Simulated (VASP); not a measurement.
# TiSe (F-43m) in VASP: a series of runs

Runs on TiSe. Level: PBEsol. Tasks: single point.

All numbers are computed with VASP 6.6.1; they aren't measurements. Logs are shortened: lines on timing, memory, paths and dates and some standing lists are left out, and cuts for length are marked.

**1. The cell of the first run**

Symmetry: F-43m, No. 216, cubic system. The conventional cell has a = 5.671 Å, b = 5.671 Å, c = 5.671 Å, α = 90.00°, β = 90.00°, γ = 90.00°. Within 3.2 Å of Ti (site symmetry -43m) lie 4 Se at 2.46 Å. Se (site symmetry -43m) has 4 Ti at 2.46 Å within 3.2 Å.

**2. Single point, PBEsol, collinear spin, ferromagnetic start**

Input file INCAR:

```
SYSTEM = TiSe
PREC = Accurate
ENCUT = 520
EDIFF = 1E-6
ISMEAR = 0
SIGMA = 0.05
LREAL = .False.
LASPH = .True.
NELM = 150
ALGO = Normal
ISIF = 2
LWAVE = .False.
LCHARG = .False.
ISPIN = 2
MAGMOM = 1.13 0
LORBIT = 11
LMAXMIX = 4
GGA = PS
NBANDS = 20
```

Input file KPOINTS:

```
Automatic mesh
0
Gamma
  10 10 10
  0 0 0
```

Input file POSCAR:

```
TiSe
1.0
    0.0000000000      2.8354788846      2.8354788846
    2.8354788846      0.0000000000      2.8354788846
    2.8354788846      2.8354788846      0.0000000000
Ti Se
1 1
Direct
    0.0000000000      0.0000000000      0.0000000000
    0.2500000000      0.2500000000      0.2500000000
```

Potentials or basis: VASP PAW PBE potentials, release 64 (Ti_sv, Se).

Launch:

```sh
> cat potpaw_PBE.64/Ti_sv/POTCAR potpaw_PBE.64/Se/POTCAR > POTCAR
> mpirun -np 1 vasp_std > vasp.out
```

OUTCAR:

```text
SYSTEM = TiSe
   PREC = Accurate
   ENCUT = 520
   EDIFF = 1E-6
   ISMEAR = 0
   LREAL = .False.
   LASPH = .True.
   NELM = 150
   ISIF = 2
   ISPIN = 2
   LORBIT = 11
   GGA = PS

 ion  position               nearest neighbor table
   1  0.000  0.000  0.000-   2 2.46   2 2.46   2 2.46   2 2.46
   2  0.250  0.250  0.250-   1 2.46   1 2.46   1 2.46   1 2.46

  LATTYP: Found a face centered cubic cell.
 ALAT       =     5.6709577692

  Lattice vectors:

 A1 = (   0.0000000000,   2.8354788846,   2.8354788846)
 A2 = (   2.8354788846,   0.0000000000,   2.8354788846)
 A3 = (   2.8354788846,   2.8354788846,   0.0000000000)

Analysis of symmetry for initial positions (statically):
=====================================================================
 Subroutine PRICEL returns:
 Original cell was already a primitive cell.

 Routine SETGRP: Setting up the symmetry group for a
 face centered cubic supercell.

 Subroutine GETGRP returns: Found 24 space group operations
 (whereof 24 operations were pure point group operations)
 out of a pool of 48 trial point group operations.

The static configuration has the point symmetry T_d .

Analysis of symmetry for dynamics (positions and initial velocities):
=====================================================================
 Subroutine PRICEL returns:
 Original cell was already a primitive cell.

 Routine SETGRP: Setting up the symmetry group for a
 face centered cubic supercell.

 Subroutine GETGRP returns: Found 24 space group operations
 (whereof 24 operations were pure point group operations)
 out of a pool of 48 trial point group operations.

The dynamic configuration has the point symmetry T_d .

Analysis of structural, dynamic, and magnetic symmetry:
=====================================================================
 Subroutine PRICEL returns:
 Original cell was already a primitive cell.

 Routine SETGRP: Setting up the symmetry group for a
 face centered cubic supercell.

 Subroutine GETGRP returns: Found 24 space group operations
 (whereof 24 operations were pure point group operations)
 out of a pool of 48 trial point group operations.

The overall configuration has the point symmetry T_d .

 Subroutine INISYM returns: Found 24 space group operations
 (whereof 24 operations are pure point group operations),
 and found     1 'primitive' translations

----------------------------------------------------------------------------------------

                                     Primitive cell

  volume of cell :      45.5942

  direct lattice vectors                    reciprocal lattice vectors
     0.000000000  2.835478885  2.835478885    -0.176337056  0.176337056  0.176337056
     2.835478885  0.000000000  2.835478885     0.176337056 -0.176337056  0.176337056
     2.835478885  2.835478885  0.000000000     0.176337056  0.176337056 -0.176337056

  length of vectors
     4.009972694  4.009972694  4.009972694     0.305424741  0.305424741  0.305424741

  position of ions in fractional coordinates (direct lattice)
     0.000000000  0.000000000  0.000000000
     0.250000000  0.250000000  0.250000000

  ion indices of the primitive-cell ions
   primitive index   ion index
                 1           1
                 2           2

----------------------------------------------------------------------------------------

 KPOINTS: Automatic mesh

Automatic generation of k-mesh.
 Grid dimensions read from file:
 generate k-points for:   10   10   10

 Generating k-lattice:

  Cartesian coordinates                     Fractional coordinates (reciprocal lattice)
    -0.017633706  0.017633706  0.017633706     0.100000000  0.000000000  0.000000000
     0.017633706 -0.017633706  0.017633706     0.000000000  0.100000000  0.000000000
     0.017633706  0.017633706 -0.017633706     0.000000000  0.000000000  0.100000000

  Length of vectors
     0.030542474  0.030542474  0.030542474

  Shift w.r.t. Gamma in fractional coordinates (k-lattice)
     0.000000000  0.000000000  0.000000000

 Subroutine IBZKPT returns following result:
 ===========================================

 Found     47 irreducible k-points:

 Following reciprocal coordinates:
            Coordinates               Weight
  0.000000  0.000000  0.000000      1.000000
  0.100000  0.000000  0.000000      8.000000
  0.200000  0.000000  0.000000      8.000000
  0.300000  0.000000  0.000000      8.000000
  0.400000  0.000000  0.000000      8.000000
  0.500000  0.000000  0.000000      4.000000
[... 16 lines left out ...]
  0.300000  0.300000  0.000000      6.000000
  0.400000  0.300000  0.000000     24.000000
 [... further k-points ...]
   k-points           NKPTS =     47   k-points in BZ     NKDIM =     47   number of bands    NBANDS=     20
   number of dos      NEDOS =    301   number of ions     NIONS =      2
   total plane-waves  NPLWV =  27000
   dimension x,y,z NGX =    30 NGY =   30 NGZ =   30
   dimension x,y,z NGXF=    60 NGYF=   60 NGZF=   60
   ions per type =               1   1
   NGX,Y,Z   is equivalent  to a cutoff of  12.44, 12.44, 12.44 a.u.
   NGXF,Y,Z  is equivalent  to a cutoff of  24.87, 24.87, 24.87 a.u.
 SYSTEM =  TiSe
   PREC   = accura    normal or accurate (medium, high low for compatibility)
   ISTART =      0    job   : 0-new  1-cont  2-samecut
   ICHARG =      2    charge: 1-file 2-atom 10-const
   ISPIN  =      2    spin polarized calculation?
   LNONCOLLINEAR =      F non collinear calculations
   LSORBIT =      F    spin-orbit coupling
   LASPH  =      T    aspherical Exc in radial PAW
   ENCUT  =  520.0 eV  38.22 Ry    6.18 a.u.   7.46  7.46  7.46*2*pi/ulx,y,z
   NELM   =    150;   NELMIN=  2; NELMDL= -5     # of ELM steps
   EDIFF  = 0.1E-05   stopping-criterion for ELM
   LREAL  =      F    real-space projection
   EDIFFG = 0.1E-04   stopping-criterion for IOM
   NSW    =      0    number of steps for IOM
   IBRION =     -1    ionic relax: 0-MD 1-quasi-New 2-CG
   NFREE  =      0    steps in history (QN), initial steepest desc. (CG)
   ISIF   =      2    stress and relaxation
   ISYM   =      2    0-nonsym 1-usesym 2-fastsym
   POTIM  = 0.5000    time-step for ionic-motion
   TEBEG  =    0.0;   TEEND  =   0.0 temperature during run
   PSTRESS=    0.0 pullay stress
   NELECT =      18.0000    total number of electrons
   NUPDOWN=      -1.0000    fix difference up-down
   EMIN   =  10.00;   EMAX   =-10.00  energy-range for DOS
   EFERMI =   0.00;   METHOD = LEGACY
   ISMEAR =     0;   SIGMA  =   0.05  broadening in eV -4-tet -1-fermi 0-gaus
   EFERMI_NEDOS =   21; number of points for ismear=-14 and -15
   IALGO  =     38    algorithm
   IMIX   =      4    mixing-type and parameters
     AMIX     =   0.40;   BMIX     =  1.00
     AMIX_MAG =   1.60;   BMIX_MAG =  1.00
  volume/ion in A,a.u.               =      22.80       153.84
  Fermi-wavevector in a.u.,A,eV,Ry     =   1.200962  2.269489 19.623814  1.442310
  Thomas-Fermi vector in A             =   2.336784
   LORBIT       =     11    0 simple, 1 ext, 2 COOP (PROOUT), +10 PAW based schemes
   GGA     = PS    functional components
   LHFCALC =     F    Hartree Fock is set to
   AEXX    =    0.0000 exact exchange contribution
   IVDW    =     0    specifies the selected vdW correction
   LEPSILON=     F    determine dielectric tensor
   LRPA    =     F    only Hartree local field effects (RPA)
 spin polarized calculation
 Gauss-broadening in eV      SIGMA  =   0.05
  energy-cutoff  :      520.00
  volume of cell :       45.59
 maximum number of plane-waves:      1244
 NGX is ok and might be reduce to    30
   NGX = 15   NGY = 15   NGZ = 15

 number of electron      18.0000004 magnetization       0.9352225

 Free energy of the ion-electron system (eV)
  ---------------------------------------------------
  ext. energy  EPLUGINS =         0.00000000
  ---------------------------------------------------
  free energy    TOTEN  =       -13.37385476 eV

  energy without entropy =      -13.37004521  energy(sigma->0) =      -13.37194999

 E-fermi :   5.5946     XC(G=0):  -9.8787

 val. band max:        5.5874056056   @ k =   0.5000   0.2000   0.0000
 cond. band min:       5.6056246692   @ k =   0.3000   0.2000   0.1000
 fundamental gap:      0.0182190636
 Fermi energy:         5.5946446698

 spin component 1

 k-point     1 :       0.0000    0.0000    0.0000
  band No.  band energies     occupation
      1     -51.9012      1.00000
      2     -28.3059      1.00000
      3     -28.3059      1.00000
      4     -28.3059      1.00000
      5      -9.1329      1.00000
      6       1.3572      1.00000
[... 12 lines left out ...]
     19      17.5229      0.00000
     20      17.5229      0.00000

 k-point     2 :       0.1000    0.0000    0.0000
  band No.  band energies     occupation
      1     -51.9009      1.00000
      2     -28.3099      1.00000
      3     -28.3065      1.00000
      4     -28.3065      1.00000
      5      -9.0741      1.00000
      6       1.1421      1.00000
[... 12 lines left out ...]
     19      16.5589      0.00000
     20      16.7114      0.00000

 k-point     3 :       0.2000    0.0000    0.0000
  band No.  band energies     occupation
      1     -51.9003      1.00000
      2     -28.3202      1.00000
      3     -28.3079      1.00000
      4     -28.3079      1.00000
      5      -8.9157      1.00000
      6       0.6709      1.00000
[... 12 lines left out ...]
     19      16.1023      0.00000
     20      16.5329      0.00000

 k-point     4 :       0.3000    0.0000    0.0000
  band No.  band energies     occupation
      1     -51.8995      1.00000
      2     -28.3329      1.00000
      3     -28.3098      1.00000
      4     -28.3098      1.00000
      5      -8.7108      1.00000
      6       0.2012      1.00000
[... 429 lines left out ...]
 k-point    23 :       0.3000    0.3000    0.0000
  band No.  band energies     occupation
      1     -51.8990      1.00000
      2     -28.3335      1.00000
      3     -28.3152      1.00000
      4     -28.3152      1.00000
      5      -8.5716      1.00000
      6       0.0705      1.00000
[... 12 lines left out ...]
     19      17.1739      0.00000
     20      20.1114      0.00000

 k-point    24 :       0.4000    0.3000    0.0000
  band No.  band energies     occupation
      1     -51.8985      1.00000
      2     -28.3395      1.00000
      3     -28.3179      1.00000
      4     -28.3168      1.00000
      5      -8.4348      1.00000
      6      -0.0681      1.00000
[... 12 lines left out ...]
     19      17.5523      0.00000
     20      20.2427      0.00000

 [... further k-points ...]

 spin component 2

 k-point     1 :       0.0000    0.0000    0.0000
  band No.  band energies     occupation
      1     -51.1655      1.00000
      2     -27.5673      1.00000
      3     -27.5673      1.00000
      4     -27.5673      1.00000
      5      -9.0885      1.00000
      6       1.5489      1.00000
[... 12 lines left out ...]
     19      17.8123      0.00000
     20      17.8330      0.00000

 k-point     2 :       0.1000    0.0000    0.0000
  band No.  band energies     occupation
      1     -51.1653      1.00000
      2     -27.5715      1.00000
      3     -27.5679      1.00000
      4     -27.5679      1.00000
      5      -9.0310      1.00000
      6       1.3274      1.00000
[... 12 lines left out ...]
     19      16.8351      0.00000
     20      16.8958      0.00000

 k-point     3 :       0.2000    0.0000    0.0000
  band No.  band energies     occupation
      1     -51.1646      1.00000
      2     -27.5825      1.00000
      3     -27.5694      1.00000
      4     -27.5694      1.00000
      5      -8.8767      1.00000
      6       0.8438      1.00000
[... 12 lines left out ...]
     19      16.3886      0.00000
     20      16.7766      0.00000

 k-point     4 :       0.3000    0.0000    0.0000
  band No.  band energies     occupation
      1     -51.1638      1.00000
      2     -27.5960      1.00000
      3     -27.5714      1.00000
      4     -27.5714      1.00000
      5      -8.6774      1.00000
      6       0.3627      1.00000
[... 429 lines left out ...]
 k-point    23 :       0.3000    0.3000    0.0000
  band No.  band energies     occupation
      1     -51.1632      1.00000
      2     -27.5968      1.00000
      3     -27.5770      1.00000
      4     -27.5770      1.00000
      5      -8.5422      1.00000
      6       0.2614      1.00000
[... 12 lines left out ...]
     19      17.3492      0.00000
     20      20.2967      0.00000

 k-point    24 :       0.4000    0.3000    0.0000
  band No.  band energies     occupation
      1     -51.1627      1.00000
      2     -27.6032      1.00000
      3     -27.5799      1.00000
      4     -27.5788      1.00000
      5      -8.4096      1.00000
      6       0.1225      1.00000
[... 12 lines left out ...]
     19      17.7098      0.00000
     20      20.4670      0.00000

 [... further k-points ...]

------------------------ aborting loop because EDIFF is reached ----------------------------------------

  FORCE on cell =-STRESS in cart. coord.  units (eV):
  Direction    XX          YY          ZZ          XY          YZ          ZX
  --------------------------------------------------------------------------------------
  -------------------------------------------------------------------------------------
  Total        0.3938588      0.3938588      0.3938588      0.0000000      0.0000000      0.0000000
  in kB       13.8401830     13.8401830     13.8401830      0.0000000      0.0000000      0.0000000
  external PRESSURE =      13.8401830 kB  Pullay stress =       0.0000000 kB

 VOLUME and BASIS-vectors are now :
 -----------------------------------------------------------------------------
  energy-cutoff  :      520.00
  volume of cell :       45.59
      direct lattice vectors                 reciprocal lattice vectors
     0.000000000  2.835478885  2.835478885    -0.176337056  0.176337056  0.176337056
     2.835478885  0.000000000  2.835478885     0.176337056 -0.176337056  0.176337056
     2.835478885  2.835478885  0.000000000     0.176337056  0.176337056 -0.176337056

 POSITION                                       TOTAL-FORCE (eV/Angst)
 -----------------------------------------------------------------------------------
      0.00000      0.00000      0.00000         0.000000      0.000000      0.000000
      1.41774      1.41774      1.41774        -0.000000     -0.000000     -0.000000
 -----------------------------------------------------------------------------------
    total drift:                                0.000000      0.000000      0.000000

  FREE ENERGIE OF THE ION-ELECTRON SYSTEM (eV)
  ---------------------------------------------------
  free  energy   TOTEN  =       -13.3738547645 eV

  energy  without entropy=      -13.3700452089  energy(sigma->0) =      -13.37194999

 total charge

# of ion       s       p       d       tot
------------------------------------------
    1        2.165   6.100   2.025  10.289
    2        1.435   2.500   0.067   4.003
--------------------------------------------------
tot          3.600   8.600   2.092  14.292

 magnetization (x)

# of ion       s       p       d       tot
------------------------------------------
    1        0.008   0.005   0.757   0.771
    2       -0.005  -0.038   0.024  -0.019
--------------------------------------------------
tot          0.003  -0.033   0.782   0.752
```

Wall time 37 s (1 thread of AMD EPYC 9R45 (Zen 5), shared host); peak memory 0.2 GiB.

Results:

```yaml
Free_energy: -13.3739 eV
Pressure: 1.4 GPa
Net_moment: 0.94 μB per cell
Site_moments: Ti +0.77; Se -0.02 μB
Valence_electrons_inside_the_program's_atomic_spheres: Ti 10.29; Se 4.00
```

Caveat: the PAW data sets were made with another functional, which shifts forces and pressure a little.

(Part 1 of 2 ends here.)
